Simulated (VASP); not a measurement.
# Ge5H2S5 (buck sheet) in VASP: notebook

Runs on Ge5H2S5 (buck sheet). Level: PBE. Tasks: single point.

Program: VASP 6.6.1. These are calculated values, not measurements. Logs are shortened: lines on timing, memory, paths and dates and some standing lists are left out, and cuts for length are marked.

**1. The cell of the first run**

The cell holds a wire with vacuum, 12 atoms: a = 24.500 Å, b = 10.700 Å, c = 3.494 Å, α = 90.00°, β = 90.00°, γ = 90.00°.

**2. Single point, PBE**

Contents of INCAR:

```
SYSTEM = Ge5H2S5
PREC     = Accurate       ! precision mode
ENCUT    = 410            ! plane-wave cutoff, eV
EDIFF    = 1E-6           ! SCF threshold, eV
ISMEAR   = 0              ! smearing method
SIGMA    = 0.05           ! smearing width, eV
LREAL    = .False.        ! projectors in reciprocal space
LASPH    = .True.         ! aspherical terms in the spheres
NELM     = 120            ! most SCF steps
ALGO     = Normal         ! electronic algorithm
ISIF     = 2              ! what is computed and relaxed
LWAVE    = .False.        ! write WAVECAR
LCHARG   = .False.        ! write CHGCAR
GGA      = PE             ! functional
NBANDS   = 63             ! bands
GGA_COMPAT= .False.
```

Contents of KPOINTS:

```
Automatic mesh
0
Gamma
  1 1 15
  0 0 0
```

Contents of POSCAR:

```
Ge5H2S5
1.0
   24.5000000000      0.0000000000      0.0000000000
    0.0000000000     10.7000000000      0.0000000000
    0.0000000000      0.0000000000      3.4942930237
Ge S H
5 5 2
Direct
    0.2703331589      0.4367836088      0.5000000000
    0.3938493437      0.4367836088      0.0000000000
    0.5173655284      0.4367836088      0.5000000000
    0.6408817132      0.4367836088      0.0000000000
    0.7643978980      0.4367836088      0.5000000000
    0.2291610973      0.5632163912      0.0000000000
    0.3526772821      0.5632163912      0.5000000000
    0.4761934669      0.5632163912      0.0000000000
    0.5997096516      0.5632163912      0.5000000000
    0.7232258364      0.5632163912      0.0000000000
    0.8166039361      0.5169417841      0.5000000000
    0.1833960639      0.4929478609      0.0000000000
```

Potentials or basis: VASP PAW PBE potentials, release 64 (Ge_d, S, H).

The run is started by

```bash
> cat potpaw_PBE.64/Ge_d/POTCAR potpaw_PBE.64/S/POTCAR potpaw_PBE.64/H/POTCAR > POTCAR
> mpirun -np 1 vasp_std > vasp.out
```

OUTCAR:

```text
SYSTEM = Ge5H2S5
   PREC = Accurate
   ENCUT = 410
   EDIFF = 1E-6
   ISMEAR = 0
   LREAL = .False.
   LASPH = .True.
   NELM = 120
   ISIF = 2
   GGA = PE

 ion  position               nearest neighbor table
   1  0.270  0.437  0.500-   6 2.43   6 2.43   7 2.43
   2  0.394  0.437  0.000-   7 2.43   7 2.43   8 2.43
   3  0.517  0.437  0.500-   8 2.43   8 2.43   9 2.43
   4  0.641  0.437  0.000-   9 2.43   9 2.43  10 2.43
   5  0.764  0.437  0.500-  11 1.54  10 2.43  10 2.43
   6  0.229  0.563  0.000-  12 1.35   1 2.43   1 2.43
   7  0.353  0.563  0.500-   2 2.43   2 2.43   1 2.43
   8  0.476  0.563  0.000-   3 2.43   3 2.43   2 2.43
   9  0.600  0.563  0.500-   4 2.43   4 2.43   3 2.43
  10  0.723  0.563  0.000-   5 2.43   5 2.43   4 2.43
  11  0.817  0.517  0.500-   5 1.54
  12  0.183  0.493  0.000-   6 1.35

  LATTYP: Found a simple orthorhombic cell.
 ALAT       =     3.4942930237
 B/A-ratio  =     3.0621358677
 C/A-ratio  =     7.0114325942

  Lattice vectors:

 A1 = (   0.0000000000,   0.0000000000,  -3.4942930237)
 A2 = (   0.0000000000,  10.7000000000,   0.0000000000)
 A3 = (  24.5000000000,   0.0000000000,   0.0000000000)

Analysis of symmetry for initial positions (statically):
=====================================================================
 Subroutine PRICEL returns:
 Original cell was already a primitive cell.

 Routine SETGRP: Setting up the symmetry group for a
 simple orthorhombic supercell.

 Subroutine GETGRP returns: Found  2 space group operations
 (whereof  2 operations were pure point group operations)
 out of a pool of  8 trial point group operations.

The static configuration has the point symmetry C_1h.

Analysis of symmetry for dynamics (positions and initial velocities):
=====================================================================
 Subroutine PRICEL returns:
 Original cell was already a primitive cell.

 Routine SETGRP: Setting up the symmetry group for a
 simple orthorhombic supercell.

 Subroutine GETGRP returns: Found  2 space group operations
 (whereof  2 operations were pure point group operations)
 out of a pool of  8 trial point group operations.

The dynamic configuration has the point symmetry C_1h.

 Subroutine INISYM returns: Found  2 space group operations
 (whereof  2 operations are pure point group operations),
 and found     1 'primitive' translations

----------------------------------------------------------------------------------------

                                     Primitive cell

  volume of cell :     916.0289

  direct lattice vectors                    reciprocal lattice vectors
    24.500000000  0.000000000  0.000000000     0.040816327  0.000000000  0.000000000
     0.000000000 10.700000000  0.000000000     0.000000000  0.093457944  0.000000000
     0.000000000  0.000000000  3.494293024     0.000000000  0.000000000  0.286180922

  length of vectors
    24.500000000 10.700000000  3.494293024     0.040816327  0.093457944  0.286180922

  position of ions in fractional coordinates (direct lattice)
     0.270333159  0.436783609  0.500000000
     0.393849344  0.436783609  0.000000000
     0.517365528  0.436783609  0.500000000
     0.640881713  0.436783609  0.000000000
     0.764397898  0.436783609  0.500000000
     0.229161097  0.563216391  0.000000000
     0.352677282  0.563216391  0.500000000
     0.476193467  0.563216391  0.000000000
     0.599709652  0.563216391  0.500000000
     0.723225836  0.563216391  0.000000000
     0.816603936  0.516941784  0.500000000
     0.183396064  0.492947861  0.000000000

  ion indices of the primitive-cell ions
   primitive index   ion index
                 1           1
                 2           2
                 3           3
                 4           4
                 5           5
                 6           6
                 7           7
                 8           8
                 9           9
                10          10
                11          11
                12          12

----------------------------------------------------------------------------------------

 KPOINTS: Automatic mesh

Automatic generation of k-mesh.
 Grid dimensions read from file:
 generate k-points for:    1    1   15

 Generating k-lattice:

  Cartesian coordinates                     Fractional coordinates (reciprocal lattice)
     0.040816327  0.000000000  0.000000000     1.000000000  0.000000000  0.000000000
     0.000000000  0.093457944  0.000000000     0.000000000  1.000000000  0.000000000
     0.000000000  0.000000000  0.019078728     0.000000000  0.000000000  0.066666667

  Length of vectors
     0.040816327  0.093457944  0.019078728

  Shift w.r.t. Gamma in fractional coordinates (k-lattice)
     0.000000000  0.000000000  0.000000000

 Subroutine IBZKPT returns following result:
 ===========================================

 Found      8 irreducible k-points:

 Following reciprocal coordinates:
            Coordinates               Weight
  0.000000  0.000000  0.000000      1.000000
  0.000000  0.000000  0.066667      2.000000
  0.000000  0.000000  0.133333      2.000000
  0.000000  0.000000  0.200000      2.000000
  0.000000  0.000000  0.266667      2.000000
  0.000000  0.000000  0.333333      2.000000
  0.000000  0.000000  0.400000      2.000000
  0.000000  0.000000  0.466667      2.000000
   k-points           NKPTS =      8   k-points in BZ     NKDIM =      8   number of bands    NBANDS=     63
   number of dos      NEDOS =    301   number of ions     NIONS =     12
   total plane-waves  NPLWV = 279936
   dimension x,y,z NGX =   162 NGY =   72 NGZ =   24
   dimension x,y,z NGXF=   324 NGYF=  144 NGZF=   48
   ions per type =               5   5   2
   NGX,Y,Z   is equivalent  to a cutoff of  10.99, 11.19, 11.42 a.u.
   NGXF,Y,Z  is equivalent  to a cutoff of  21.99, 22.37, 22.84 a.u.
 SYSTEM =  Ge5H2S5
   PREC   = accura    normal or accurate (medium, high low for compatibility)
   ISTART =      0    job   : 0-new  1-cont  2-samecut
   ICHARG =      2    charge: 1-file 2-atom 10-const
   ISPIN  =      1    spin polarized calculation?
   LNONCOLLINEAR =      F non collinear calculations
   LSORBIT =      F    spin-orbit coupling
   LASPH  =      T    aspherical Exc in radial PAW
   ENCUT  =  410.0 eV  30.13 Ry    5.49 a.u.  40.45 17.67  5.77*2*pi/ulx,y,z
   NELM   =    120;   NELMIN=  2; NELMDL= -5     # of ELM steps
   EDIFF  = 0.1E-05   stopping-criterion for ELM
   LREAL  =      F    real-space projection
   EDIFFG = 0.1E-04   stopping-criterion for IOM
   NSW    =      0    number of steps for IOM
   IBRION =     -1    ionic relax: 0-MD 1-quasi-New 2-CG
   NFREE  =      0    steps in history (QN), initial steepest desc. (CG)
   ISIF   =      2    stress and relaxation
   ISYM   =      2    0-nonsym 1-usesym 2-fastsym
   POTIM  = 0.5000    time-step for ionic-motion
   TEBEG  =    0.0;   TEEND  =   0.0 temperature during run
   PSTRESS=    0.0 pullay stress
   NELECT =     102.0000    total number of electrons
   NUPDOWN=      -1.0000    fix difference up-down
   EMIN   =  10.00;   EMAX   =-10.00  energy-range for DOS
   EFERMI =   0.00;   METHOD = LEGACY
   ISMEAR =     0;   SIGMA  =   0.05  broadening in eV -4-tet -1-fermi 0-gaus
   EFERMI_NEDOS =   21; number of points for ismear=-14 and -15
   IALGO  =     38    algorithm
   IMIX   =      4    mixing-type and parameters
     AMIX     =   0.40;   BMIX     =  1.00
     AMIX_MAG =   1.60;   BMIX_MAG =  1.00
  volume/ion in A,a.u.               =      76.34       515.14
  Fermi-wavevector in a.u.,A,eV,Ry     =   0.787599  1.488346  8.439860  0.620312
  Thomas-Fermi vector in A             =   1.892372
   LORBIT       =      0    0 simple, 1 ext, 2 COOP (PROOUT), +10 PAW based schemes
   GGA     = PE    functional components
   LHFCALC =     F    Hartree Fock is set to
   AEXX    =    0.0000 exact exchange contribution
   IVDW    =     0    specifies the selected vdW correction
   LEPSILON=     F    determine dielectric tensor
   LRPA    =     F    only Hartree local field effects (RPA)
 non-spin polarized calculation
 Gauss-broadening in eV      SIGMA  =   0.05
  energy-cutoff  :      410.00
  volume of cell :      916.03
 maximum number of plane-waves:     17286
 NGX is ok and might be reduce to   162
   NGX = 81   NGY = 35   NGZ = 11

 number of electron     101.9999992 magnetization

 Free energy of the ion-electron system (eV)
  ---------------------------------------------------
  ext. energy  EPLUGINS =         0.00000000
  ---------------------------------------------------
  free energy    TOTEN  =       -50.84846735 eV

  energy without entropy =      -50.84314214  energy(sigma->0) =      -50.84580474

 E-fermi :  -2.0647     XC(G=0):  -3.3680

 val. band max:       -2.1065739067   @ k =   0.0000   0.0000   0.2000
 cond. band min:      -2.0561391358   @ k =   0.0000   0.0000   0.0000
 fundamental gap:      0.0504347709
 Fermi energy:        -2.0646973721

 k-point     1 :       0.0000    0.0000    0.0000
  band No.  band energies     occupation
      1     -28.3589      2.00000
      2     -28.3524      2.00000
      3     -28.2879      2.00000
      4     -28.2774      2.00000
      5     -28.2538      2.00000
      6     -27.6361      2.00000
[... 55 lines left out ...]
     62       1.3797      0.00000
     63       1.4265      0.00000

 k-point     2 :       0.0000    0.0000    0.0667
  band No.  band energies     occupation
      1     -28.3581      2.00000
      2     -28.3528      2.00000
      3     -28.2883      2.00000
      4     -28.2773      2.00000
      5     -28.2537      2.00000
      6     -27.6354      2.00000
[... 55 lines left out ...]
     62       1.4143      0.00000
     63       1.4648      0.00000

 k-point     3 :       0.0000    0.0000    0.1333
  band No.  band energies     occupation
      1     -28.3571      2.00000
      2     -28.3528      2.00000
      3     -28.2893      2.00000
      4     -28.2770      2.00000
      5     -28.2533      2.00000
      6     -27.6346      2.00000
[... 55 lines left out ...]
     62       1.5142      0.00000
     63       1.6040      0.00000

 k-point     4 :       0.0000    0.0000    0.2000
  band No.  band energies     occupation
      1     -28.3585      2.00000
      2     -28.3501      2.00000
      3     -28.2908      2.00000
      4     -28.2766      2.00000
      5     -28.2526      2.00000
      6     -27.6361      2.00000
[... 55 lines left out ...]
     62       1.5556      0.00000
     63       1.6820      0.00000

 k-point     5 :       0.0000    0.0000    0.2667
  band No.  band energies     occupation
      1     -28.3611      2.00000
      2     -28.3459      2.00000
      3     -28.2924      2.00000
      4     -28.2762      2.00000
      5     -28.2519      2.00000
      6     -27.6386      2.00000
[... 55 lines left out ...]
     62       1.6931      0.00000
     63       1.7794      0.00000

 k-point     6 :       0.0000    0.0000    0.3333
  band No.  band energies     occupation
      1     -28.3637      2.00000
      2     -28.3419      2.00000
      3     -28.2940      2.00000
      4     -28.2758      2.00000
      5     -28.2511      2.00000
      6     -27.6411      2.00000
[... 55 lines left out ...]
     62       1.7342      0.00000
     63       1.7395      0.00000

 k-point     7 :       0.0000    0.0000    0.4000
  band No.  band energies     occupation
      1     -28.3657      2.00000
      2     -28.3388      2.00000
      3     -28.2952      2.00000
      4     -28.2755      2.00000
      5     -28.2505      2.00000
      6     -27.6430      2.00000
[... 55 lines left out ...]
     62       1.4894      0.00000
     63       1.6880      0.00000

 k-point     8 :       0.0000    0.0000    0.4667
  band No.  band energies     occupation
      1     -28.3669      2.00000
      2     -28.3370      2.00000
      3     -28.2959      2.00000
      4     -28.2754      2.00000
      5     -28.2501      2.00000
      6     -27.6441      2.00000
[... 55 lines left out ...]
     62       1.2626      0.00000
     63       1.6146      0.00000

------------------------ aborting loop because EDIFF is reached ----------------------------------------

  FORCE on cell =-STRESS in cart. coord.  units (eV):
  Direction    XX          YY          ZZ          XY          YZ          ZX
  --------------------------------------------------------------------------------------
  -------------------------------------------------------------------------------------
  Total       -2.6783198      1.0073559      2.9426390     -2.2763794      0.0000000      0.0000000
  in kB       -4.6845064      1.7619125      5.1468129     -3.9814938      0.0000000      0.0000000
  external PRESSURE =       0.7414063 kB  Pullay stress =       0.0000000 kB

 VOLUME and BASIS-vectors are now :
 -----------------------------------------------------------------------------
  energy-cutoff  :      410.00
  volume of cell :      916.03
      direct lattice vectors                 reciprocal lattice vectors
    24.500000000  0.000000000  0.000000000     0.040816327  0.000000000  0.000000000
     0.000000000 10.700000000  0.000000000     0.000000000  0.093457944  0.000000000
     0.000000000  0.000000000  3.494293024     0.000000000  0.000000000  0.286180922

 POSITION                                       TOTAL-FORCE (eV/Angst)
 -----------------------------------------------------------------------------------
      6.62316      4.67358      1.74715         0.702022     -0.274364      0.000000
      9.64931      4.67358      0.00000         0.491413     -0.107091      0.000000
     12.67546      4.67358      1.74715         0.525404     -0.056846      0.000000
     15.70160      4.67358      0.00000         0.668341     -0.106756      0.000000
     18.72775      4.67358      1.74715        -0.852597     -0.644591      0.000000
      5.61445      6.02642      0.00000        -0.093177      0.508688      0.000000
      8.64059      6.02642      1.74715        -0.596176      0.125475      0.000000
     11.66674      6.02642      0.00000        -0.510374      0.080611      0.000000
     14.69289      6.02642      1.74715        -0.592460      0.102440      0.000000
     17.71903      6.02642      0.00000        -0.270978     -0.125495      0.000000
     20.00680      5.53128      1.74715         0.655728      0.556564      0.000000
      4.49320      5.27454      0.00000        -0.127147     -0.058636      0.000000
 -----------------------------------------------------------------------------------
    total drift:                               -0.001505      0.009866     -0.000082

  FREE ENERGIE OF THE ION-ELECTRON SYSTEM (eV)
  ---------------------------------------------------
  free  energy   TOTEN  =       -50.8484673459 eV

  energy  without entropy=      -50.8431421419  energy(sigma->0) =      -50.84580474
```

It took 19 min on 1 thread of AMD EPYC 7R43 (Zen 3), shared host; peak memory 0.66 GiB.

Results:

| Property | Result |
| --- | --- |
| Free energy | -50.8485 eV |
| Largest force | 1.069 eV/Å |
| Band gap on the k mesh | 0.05 eV, indirect (least direct gap 0.15 eV) |

Forces on the atoms (eV/Å):
```
Ge   0.702 -0.274  0.000
Ge   0.491 -0.107  0.000
Ge   0.525 -0.057  0.000
Ge   0.668 -0.107  0.000
Ge  -0.853 -0.645  0.000
S   -0.093  0.509  0.000
S   -0.596  0.125  0.000
S   -0.510  0.081  0.000
S   -0.592  0.102  0.000
S   -0.271 -0.125  0.000
H    0.656  0.557  0.000
H   -0.127 -0.059  0.000
```

**3. Single point, PBE**

This run uses another cell than the first one, of 77.92 Å³/atom, 1.021 times its volume.

Contents of INCAR:

```
SYSTEM = Ge5H2S5
ALGO = Normal ; EDIFF = 1E-6
ENCUT = 410 ; GGA = PE
GGA_COMPAT = .False. ; ISIF = 2
ISMEAR = 0 ; LASPH = .True.
LCHARG = .True. ; LELF = .True.
LREAL = .False. ; LVHAR = .True.
LWAVE = .False. ; NBANDS = 63
NELM = 120 ; PREC = Accurate
SIGMA = 0.05
```

Contents of KPOINTS:

```
k-points
0
Gamma
  1 1 15
  0 0 0
```

Contents of POSCAR:

```
Ge5H2S5
1.0
   24.5000000000      0.0000000000      0.0000000000
    0.0000000000     10.7000000000      0.0000000000
    0.0000000000      0.0000000000      3.5668550886
Ge S H
5 5 2
Direct
    0.2874504299      0.4245690976      0.5000000000
    0.4008216762      0.4723729108      0.0000000000
    0.5179908017      0.4802741080      0.5000000000
    0.6362894111      0.4574186813      0.0000000000
    0.7443469861      0.4065763852      0.5000000000
    0.2328105971      0.5294715168      0.0000000000
    0.3515462115      0.5877351443      0.5000000000
    0.4754012100      0.6090610414      0.0000000000
    0.5984887469      0.5967052920      0.5000000000
    0.7221055859      0.5553160924      0.0000000000
    0.8064963272      0.4517088316      0.5000000000
    0.1940469930      0.4386805435      0.0000000000
```

Potentials or basis: VASP PAW PBE potentials, release 64 (Ge_d, S, H).

The run is started by

```bash
> cat potpaw_PBE.64/Ge_d/POTCAR potpaw_PBE.64/S/POTCAR potpaw_PBE.64/H/POTCAR > POTCAR
> mpirun -np 1 vasp_std > vasp.out
```

It took 17 min on 1 thread of AMD EPYC 7R43 (Zen 3), shared host; peak memory 0.69 GiB.

Results (log left out):

| Property | Result |
| --- | --- |
| Free energy | -51.0862 eV |
| Largest force | 0.072 eV/Å |
| Band gap on the k mesh | 0.86 eV, indirect (least direct gap 0.93 eV) |

Forces on the atoms (eV/Å):
```
Ge   0.012 -0.012  0.000
Ge   0.008 -0.008  0.000
Ge   0.007 -0.012  0.000
Ge   0.011 -0.005  0.000
Ge  -0.001  0.009  0.000
S   -0.059 -0.041  0.000
S    0.001  0.011  0.000
S   -0.013  0.009  0.000
S   -0.003  0.007  0.000
S   -0.006 -0.008  0.000
H   -0.007 -0.001  0.000
H    0.050  0.050  0.000
```

Levels at points of the mesh, in eV from the valence-band top:
| k point | band 47 | band 48 | band 49 | band 50 | band 51 | band 52 | band 53 | band 54 | band 55 | band 56 |
| --- | --- | --- | --- | --- | --- | --- | --- | --- | --- | --- |
| (0.00, 0.00, 0.00) | -1.20 | -1.05 | -0.95 | -0.59 | -0.07 | 0.86 | 1.50 | 2.03 | 2.19 | 2.74 |
